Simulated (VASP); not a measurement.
Wanted: the native input for a VASP 6.6.1 run.

| Item | Value |
| --- | --- |
| Task | single point |
| Functional | PBEsol |
| Potentials or basis | VASP PAW PBE potentials, release 64 (Pt) |
| Cutoff | 500 eV |
| k mesh | 10 × 10 × 10 |
| Occupations | methfessel-paxton, width 0.05 eV |
| Spin | no spin polarisation |
| Dipole correction | no |
| Further INCAR settings | ALGO = Normal; EDIFF = 1e-06; NBANDS = 11 |

The structure of Pt lies in POSCAR:

```
Pt
1.0
    0.0000000000      1.9054650105      1.9054650105
    1.9054650105      0.0000000000      1.9054650105
    1.9054650105      1.9054650105      0.0000000000
Pt
1
Direct
    0.0000000000      0.0000000000      0.0000000000
```

One way to write it, as run:

INCAR

```
PREC     = Accurate       # precision mode
ENCUT    = 500            # plane-wave cutoff, eV
EDIFF    = 1E-6           # SCF threshold, eV
ISMEAR   = 1              # smearing method
SIGMA    = 0.05           # smearing width, eV
LREAL    = F              # projectors in reciprocal space
LASPH    = T              # aspherical terms in the spheres
NELM     = 120            # most SCF steps
ALGO     = Normal         # electronic algorithm
ISIF     = 2              # what is computed and relaxed
LWAVE    = F              # write WAVECAR
LCHARG   = F              # write CHGCAR
GGA      = PS             # functional
NBANDS   = 11             # bands
GGA_COMPAT= F
```

KPOINTS

```
Automatic mesh
0
Gamma
  10 10 10
```

Potentials or basis: VASP PAW PBE potentials, release 64 (Pt).

Run with:

```bash
$ cat potpaw_PBE.64/Pt/POTCAR > POTCAR
$ mpirun -np 1 vasp_std > vasp.out
```

It gave:

```json
{
  "Pressure": "29.7 GPa",
  "Band gap on the k mesh": "zero (bands 5 and 6 overlap by 2.56 eV)"
}
```

Caveat: the cell stands under pressure; the PAW data sets were made with another functional, which shifts forces and pressure a little; spin-orbit coupling is left out, which moves the levels of the heavy elements.

Wall time 4.5 s on 1 thread of Intel(R) Xeon(R) 6975P-C (Granite Rapids), on a shared host, peak memory 0.12 GiB.
